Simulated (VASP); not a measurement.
Runs of VASP 6.6.1 on MgO. The structure is that of space group Fm-3m (No. 225), or close to it. The cells are those of the table. 

| task | level | potentials or basis | cell | k mesh | cutoff (eV) | smearing | grid for exact exchange (PRECFOCK) | share of exact exchange | screening parameter | mended | gap on the mesh (eV) | pressure (GPa) |
| --- | --- | --- | --- | --- | --- | --- | --- | --- | --- | --- | --- | --- |
| single point | HSE06 | VASP PAW PBE potentials, release 64 (Mg, O) | a = 2.980 Å, angles 60.0°, 2 atoms | 6 × 6 × 6 | 520 | gaussian 0.01 eV | Normal | 0.25 | 0.2079 1/Å | - | 6.42 | -1.8 |
| single point | PBE0 | VASP PAW PBE potentials, release 64 (Mg, O) | a = 2.980 Å, angles 60.0°, 2 atoms | 6 × 6 × 6 | 520 | gaussian 0.01 eV | Normal | 0.25 | - | - | 7.18 | -1.8 |
| single point | HF | VASP PAW PBE potentials, release 64 (Mg, O) | a = 2.980 Å, angles 60.0°, 2 atoms | 6 × 6 × 6 | 520 | gaussian 0.01 eV | Normal | 1 | - | - | 15.48 | (b) |
| single point | LDA | VASP PAW LDA potentials, release 64 (Mg_sv, O) | a = 2.980 Å, angles 60.0°, 2 atoms | 10 × 10 × 10 | 750 | gaussian 0.02 eV | - | - | - | yes | 4.66 | (a) |
| single point | PBEsol | VASP PAW PBE potentials, release 64 (Mg, O) | a = 2.976 Å, angles 60.0°, 2 atoms | 10 × 10 × 10 | 600 | gaussian 0.01 eV | - | - | - | - | 4.66 | -0.1 |
| single point | PBEsol | VASP PAW PBE potentials, release 64 (Mg, O) | a = 2.976 Å, angles 60.0°, 2 atoms | 8 × 8 × 8 | 600 | gaussian 0.1 eV | - | - | - | - | 4.66 | -0.1 |
| single point | PBEsol | VASP PAW PBE potentials, release 64 (Mg, O) | a = 2.976 Å, angles 60.0°, 2 atoms | 10 × 10 × 10 | 600 | gaussian 0.02 eV | - | - | - | - | 4.66 | -0.1 |
| relaxation of cell and atoms | PBEsol | VASP PAW PBE potentials, release 64 (Mg, O) | relaxed to 0.61 GPa from a = 2.982 Å, angles 60.0°, 2 atoms | 8 × 8 × 8 | 600 | gaussian 0.1 eV | - | - | - | - | 4.74 | 1.2 |

Alike in all rows: no spin polarisation.

**Question.** Fill in the values left out.

**Answer.** (a) -6.3; (b) -3.0.

Caveats: some runs use coarse meshes; the PAW data sets were made with another functional, which shifts forces and pressure a little (at least some runs); the cell stands under tension (at least some runs); the cell is relaxed towards a set pressure, so the run minimises the enthalpy, not the energy (at least some runs).

The runs don't all hold the same shells in valence.
